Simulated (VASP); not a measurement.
Set up this calculation in VASP 6.6.1, as the native input.

```yaml
Task: single point
Functional: r2SCAN
Potentials_or_basis: VASP PAW PBE potentials, release 64 (Cu)
Cutoff: 520 eV
k_mesh: 10 × 10 × 6
Occupations: fermi-dirac, width 0.05 eV
Spin: no spin polarisation
Dipole_correction: no
Further_INCAR_settings: ALGO = Normal; EDIFF = 1e-07; NBANDS = 18
```

Cu:

```
Cu
1.0
     2.53410    0.00000    0.00000
    -1.26705    2.19459    0.00000
     0.00000    0.00000    4.11257
Cu
2
Direct
  0.66667 0.33333 0.75000
  0.33333 0.66667 0.25000
```

One way to write it, as run:

POSCAR

```
Cu
1.0
    2.5340966698      0.0000000000      0.0000000000
   -1.2670483349      2.1945920917      0.0000000000
    0.0000000000      0.0000000000      4.1125710000
Cu
2
Direct
    0.6666666667      0.3333333333      0.7500000000
    0.3333333333      0.6666666667      0.2500000000
```

INCAR.step1

```
ALGO     = Normal         # electronic algorithm
EDIFF    = 1E-4           # SCF threshold, eV
ENCUT    = 520            # plane-wave cutoff, eV
GGA      = PE             # functional
ISMEAR   = -1             # smearing method
LASPH    = T              # aspherical terms in the spheres
LCHARG   = F              # write CHGCAR
LREAL    = F              # projectors in reciprocal space
LWAVE    = T              # write WAVECAR
NBANDS   = 18             # bands
NELM     = 80             # most SCF steps
PREC     = Accurate       # precision mode
SIGMA    = 0.05           # smearing width, eV
```

INCAR.step2

```
ALGO     = Normal         # electronic algorithm
EDIFF    = 1E-7           # SCF threshold, eV
ENCUT    = 520            # plane-wave cutoff, eV
ISIF     = 2              # what is computed and relaxed
ISMEAR   = -1             # smearing method
ISTART   = 1            
LASPH    = T              # aspherical terms in the spheres
LCHARG   = T              # write CHGCAR
LELF     = T              # ELF
LMIXTAU  = T            
LREAL    = F              # projectors in reciprocal space
LVHAR    = T            
LWAVE    = F              # write WAVECAR
METAGGA  = R2SCAN         # meta-GGA
NBANDS   = 18             # bands
NELM     = 80             # most SCF steps
PREC     = Accurate       # precision mode
SIGMA    = 0.05           # smearing width, eV
```

KPOINTS

```
k-points
0
Gamma
  10 10 6
```

Potentials or basis: VASP PAW PBE potentials, release 64 (Cu).

The run is started by

```sh
$ cat potpaw_PBE.64/Cu/POTCAR > POTCAR
$ cp INCAR.step1 INCAR
$ mpirun -np 1 vasp_std > vasp.out
$ cp INCAR.step2 INCAR
$ mpirun -np 1 vasp_std > vasp.out
```

It gave:

```yaml
Pressure: 1.2 GPa
Band_gap_on_the_k_mesh: zero (band 11 reaches 11.04 eV, above the bottom of band 12 at 5.69 eV)
```

Caveat: the PAW data sets were made with another functional, which shifts forces and pressure a little.

Wall time 59 s on 1 thread of Intel(R) Xeon(R) Platinum 8488C (Sapphire Rapids), on a shared host, peak memory 0.14 GiB.
